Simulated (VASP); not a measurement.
# SiO2 (P4_2/mnm) in VASP: further runs, part 2 of 2

VASP 6.6.1.

### Step 4. Single point, PBE (8.29 Å³/atom)

This run uses another cell than the first one, of 8.29 Å³/atom.

The input, INCAR:

```
SYSTEM = SiO2
ALGO = Normal ; EDIFF = 1E-6
ENCUT = 520 ; GGA = PE
ISIF = 2 ; ISMEAR = 0
LASPH = .TRUE. ; LCHARG = .FALSE.
LREAL = .FALSE. ; LWAVE = .FALSE.
NBANDS = 25 ; NELM = 60
PREC = Accurate ; SIGMA = 0.02
```

The input, KPOINTS:

```
k-points
0
G
  6 6 8
  0 0 0
```

The input, POSCAR:

```
SiO2
1.0
    4.2906190288      0.0000000000      0.0000000000
    0.0000000000      4.2906190288      0.0000000000
    0.0000000000      0.0000000000      2.7011340204
Si O
2 4
Direct
    0.0000000000      0.0000000000      0.0000000000
    0.5000000000      0.5000000000      0.5000000000
    0.3085824433      0.3085824433      0.0000000000
    0.1914175567      0.8085824433      0.5000000000
    0.6914175567      0.6914175567      0.0000000000
    0.8085824433      0.1914175567      0.5000000000
```

Potentials or basis: VASP PAW PBE potentials, release 64 (Si, O).

On the command line:

```
$ cat potpaw_PBE.64/Si/POTCAR potpaw_PBE.64/O/POTCAR > POTCAR
$ mpirun -np 1 vasp_std > vasp.out
```

OUTCAR:

```text
SYSTEM = SiO2
   EDIFF = 1E-6
   ENCUT = 520
   GGA = PE
   ISIF = 2
   ISMEAR = 0
   LASPH = .TRUE.
   LREAL = .FALSE.
   NELM = 60
   PREC = Accurate

 ion  position               nearest neighbor table
   1  0.000  0.000  0.000-   4 1.78   6 1.78   4 1.78   6 1.78   5 1.87   3 1.87
   2  0.500  0.500  0.500-   3 1.78   5 1.78   3 1.78   5 1.78   4 1.87   6 1.87
   3  0.309  0.309  0.000-   2 1.78   2 1.78   1 1.87
   4  0.191  0.809  0.500-   1 1.78   1 1.78   2 1.87
   5  0.691  0.691  0.000-   2 1.78   2 1.78   1 1.87
   6  0.809  0.191  0.500-   1 1.78   1 1.78   2 1.87

  LATTYP: Found a simple tetragonal cell.
 ALAT       =     4.2906190288
 C/A-ratio  =     0.6295441292

  Lattice vectors:

 A1 = (   4.2906190288,   0.0000000000,   0.0000000000)
 A2 = (   0.0000000000,   4.2906190288,   0.0000000000)
 A3 = (   0.0000000000,   0.0000000000,   2.7011340204)

Analysis of symmetry for initial positions (statically):
=====================================================================
 Subroutine PRICEL returns:
 Original cell was already a primitive cell.

 Routine SETGRP: Setting up the symmetry group for a
 simple tetragonal supercell.

 Subroutine GETGRP returns: Found 16 space group operations
 (whereof  8 operations were pure point group operations)
 out of a pool of 16 trial point group operations.

The static configuration has the point symmetry D_2h.
 The point group associated with its full space group is D_4h.

Analysis of symmetry for dynamics (positions and initial velocities):
=====================================================================
 Subroutine PRICEL returns:
 Original cell was already a primitive cell.

 Routine SETGRP: Setting up the symmetry group for a
 simple tetragonal supercell.

[... 132 lines left out ...]
     AMIX     =   0.40;   BMIX     =  1.00
     AMIX_MAG =   1.60;   BMIX_MAG =  1.00
  volume/ion in A,a.u.               =       8.29        55.93
  Fermi-wavevector in a.u.,A,eV,Ry     =   1.413393  2.670925 27.180068  1.997679
  Thomas-Fermi vector in A             =   2.535043
   LORBIT       =      0    0 simple, 1 ext, 2 COOP (PROOUT), +10 PAW based schemes
   GGA     = PE    functional components
   LHFCALC =     F    Hartree Fock is set to
   AEXX    =    0.0000 exact exchange contribution
   IVDW    =     0    specifies the selected vdW correction
   LEPSILON=     F    determine dielectric tensor
   LRPA    =     F    only Hartree local field effects (RPA)
 non-spin polarized calculation
 Gauss-broadening in eV      SIGMA  =   0.02
  energy-cutoff  :      520.00
  volume of cell :       49.73
 maximum number of plane-waves:      1384
 NGX is ok and might be reduce to    32
   NGX = 15   NGY = 15   NGZ = 11

 number of electron      31.9999990 magnetization

 Free energy of the ion-electron system (eV)
  ---------------------------------------------------
  ext. energy  EPLUGINS =         0.00000000
  ---------------------------------------------------
  free energy    TOTEN  =       -46.28654927 eV

  energy without entropy =      -46.28654927  energy(sigma->0) =      -46.28654927

 E-fermi :   7.4441     XC(G=0): -11.9201

 val. band max:        7.3021783250   @ k =   0.0000   0.0000   0.0000
 cond. band min:      11.9275018723   @ k =   0.0000   0.0000   0.0000
 fundamental gap:      4.6253235472
 Fermi energy:         7.4441269293

 k-point     1 :       0.0000    0.0000    0.0000
  band No.  band energies     occupation
      1     -14.6153      2.00000
      2     -11.2855      2.00000
      3     -11.2855      2.00000
      4     -11.2424      2.00000
      5      -3.0175      2.00000
      6       1.2465      2.00000
[... 661 lines left out ...]
     24      19.9589      0.00000
     25      20.7067      0.00000

 [... further k-points ...]

------------------------ aborting loop because EDIFF is reached ----------------------------------------

  FORCE on cell =-STRESS in cart. coord.  units (eV):
  Direction    XX          YY          ZZ          XY          YZ          ZX
  --------------------------------------------------------------------------------------
  -------------------------------------------------------------------------------------
  Total       -2.1922476     -2.1922476     -1.9859596      0.0000000      0.0000000      0.0000000
  in kB      -70.6340553    -70.6340553    -63.9874703      0.0000000      0.0000000      0.0000000
  external PRESSURE =     -68.4185269 kB  Pullay stress =       0.0000000 kB

 VOLUME and BASIS-vectors are now :
 -----------------------------------------------------------------------------
  energy-cutoff  :      520.00
  volume of cell :       49.73
      direct lattice vectors                 reciprocal lattice vectors
     4.290619029  0.000000000  0.000000000     0.233066603  0.000000000  0.000000000
     0.000000000  4.290619029  0.000000000     0.000000000  0.233066603  0.000000000
     0.000000000  0.000000000  2.701134020     0.000000000  0.000000000  0.370214877

 POSITION                                       TOTAL-FORCE (eV/Angst)
 -----------------------------------------------------------------------------------
      0.00000      0.00000      0.00000         0.000000     -0.000000      0.000000
      2.14531      2.14531      1.35057         0.000000     -0.000000      0.000000
      1.32401      1.32401      0.00000        -0.014545     -0.014545      0.000000
      0.82130      3.46932      1.35057         0.014545     -0.014545      0.000000
      2.96661      2.96661      0.00000         0.014545      0.014545     -0.000000
      3.46932      0.82130      1.35057        -0.014545      0.014545     -0.000000
 -----------------------------------------------------------------------------------
    total drift:                                0.000000      0.000000     -0.000000

  FREE ENERGIE OF THE ION-ELECTRON SYSTEM (eV)
  ---------------------------------------------------
  free  energy   TOTEN  =       -46.2865492712 eV

  energy  without entropy=      -46.2865492712  energy(sigma->0) =      -46.28654927
```

stdout:

```text
POSCAR found type information on POSCAR SiO
 POSCAR found :  2 types and       6 ions
 scaLAPACK will be used
 LDA part: xc-table for (Slater+PW92), standard interpolation
 POSCAR, INCAR and KPOINTS ok, starting setup
 FFT: planning ... GRIDC
 FFT: planning ... GRID_SOFT
 FFT: planning ... GRID
 WAVECAR not read
 entering main loop
```

Run time: 1.7 min. Hardware: 1 thread of Intel Xeon 8259CL, shared host; peak memory 0.18 GiB.

Results:

- Free energy: -46.2865 eV
- Pressure: -6.8 GPa
- Largest force: 0.021 eV/Å
- Band gap on the k mesh: 4.63 eV

Forces on the atoms (eV/Å):
```
Si   0.000  0.000  0.000
Si   0.000  0.000  0.000
O   -0.015 -0.015  0.000
O    0.015 -0.015  0.000
O    0.015  0.015  0.000
O   -0.015  0.015  0.000
```

Stress tensor (GPa, compression positive):
```
-7.06  0.00  0.00
 0.00 -7.06  0.00
 0.00  0.00 -6.40
```

Levels at points of the mesh, in eV from the valence-band top:
```tsv
k point	band 14	band 15	band 16	band 17	band 18	band 19
(0.00, 0.00, 0.00)	-0.82	-0.82	0.00	4.63	6.57	8.20
(0.50, 0.00, 0.00)	-2.54	-1.03	-1.03	6.98	6.98	8.79
(0.50, 0.50, 0.00)	-2.37	-2.08	-2.08	6.70	6.70	9.60
(0.00, 0.00, 0.50)	-2.68	-2.47	-2.47	8.28	8.28	11.63
(0.50, 0.00, 0.50)	-2.14	-1.58	-1.58	8.17	8.17	9.06
(0.50, 0.50, 0.50)	-1.73	-1.38	-1.38	6.57	6.57	10.34
```

Caveat: the cell stands under tension.

### Step 5. Single point, PBE (8.53 Å³/atom)

This run uses another cell than the first one, of 8.53 Å³/atom.

The input, INCAR:

```
SYSTEM = SiO2
  PREC = Accurate
  ENCUT = 520
  EDIFF = 1E-6
  ISMEAR = 0
  SIGMA = 0.02
  LREAL = .FALSE.
  LASPH = .TRUE.
  NELM = 100
  ALGO = Normal
  ISIF = 2
  LWAVE = .FALSE.
  LCHARG = .FALSE.
  GGA = PE
  NBANDS = 25
```

The input, KPOINTS:

```
regular mesh
0
G
  6 6 8
  0 0 0
```

The input, POSCAR:

```
SiO2
1.0
    4.3476852347      0.0000000000      0.0000000000
    0.0000000000      4.3476852347      0.0000000000
    0.0000000000      0.0000000000      2.7073131564
Si O
2 4
Direct
    0.0000000000      0.0000000000      0.0000000000
    0.5000000000      0.5000000000      0.5000000000
    0.3104973464      0.3104973464      0.0000000000
    0.1895026536      0.8104973464      0.5000000000
    0.6895026536      0.6895026536      0.0000000000
    0.8104973464      0.1895026536      0.5000000000
```

On the command line:

```
$ cat potpaw_PBE.64/Si/POTCAR potpaw_PBE.64/O/POTCAR > POTCAR
$ mpirun -np 1 vasp_std > vasp.out
```

Run time: 1.7 min. Hardware: 1 thread of Intel Xeon 8259CL, shared host; peak memory 0.18 GiB.

Results (log left out):

```yaml
Free_energy: -46.1993 eV
Pressure: -12.3 GPa
Largest_force: 0.024 eV/Å
Band_gap_on_the_k_mesh: 4.29 eV
```

Forces in eV/Å, atoms in the order of the input:
```
Si   0.000  0.000  0.000
Si   0.000  0.000  0.000
O   -0.017 -0.017  0.000
O    0.017 -0.017  0.000
O    0.017  0.017  0.000
O   -0.017  0.017  0.000
```

Stress tensor (GPa, compression positive):
```
-12.52   0.00   0.00
  0.00 -12.52   0.00
  0.00   0.00 -11.84
```

Levels at points of the mesh, in eV from the valence-band top:
```csv
k point,band 13,band 14,band 15,band 16,band 17,band 18,band 19,band 20
"(0.00, 0.00, 0.00)",-2.50,-0.78,-0.78,0.00,4.29,6.54,8.15,8.15
"(0.50, 0.00, 0.00)",-2.47,-2.47,-1.02,-1.02,6.69,6.69,8.75,8.75
"(0.50, 0.50, 0.00)",-2.20,-2.20,-1.99,-1.99,6.43,6.43,9.46,9.46
"(0.00, 0.00, 0.50)",-2.48,-2.48,-2.39,-2.39,7.97,7.97,11.07,11.07
"(0.50, 0.00, 0.50)",-2.08,-2.08,-1.49,-1.49,7.94,7.94,8.69,8.69
"(0.50, 0.50, 0.50)",-1.73,-1.73,-1.30,-1.30,6.39,6.39,9.97,9.97
```

Caveat: the cell stands under tension. A k mesh can miss the band edges.

### Step 6. Overview

```tsv
cell	gap on the mesh (eV)	pressure (GPa)	largest force (eV/Å)
a = 4.132, b = 4.132, c = 2.658 Å, 6 atoms, atomic positions A	5.99	19.2	0.01
a = 4.184, b = 4.184, c = 2.676 Å, 6 atoms, atomic positions A	5.48	8.8	0.02
a = 4.291, b = 4.291, c = 2.701 Å, 6 atoms, atomic positions B	4.63	-6.8	0.02
a = 4.348, b = 4.348, c = 2.707 Å, 6 atoms, atomic positions B	4.29	-12.3	0.02
```

Alike in all rows: task single point; level PBE; potentials or basis VASP PAW PBE potentials, release 64 (Si, O); no spin polarisation; k mesh 6 × 6 × 8; cutoff (eV) 520; smearing gaussian 0.02 eV.

Caveats: the cell stands under pressure (at least some runs); the cell stands under tension (at least some runs).

Absolute energies hang on the potentials; compare differences alone.
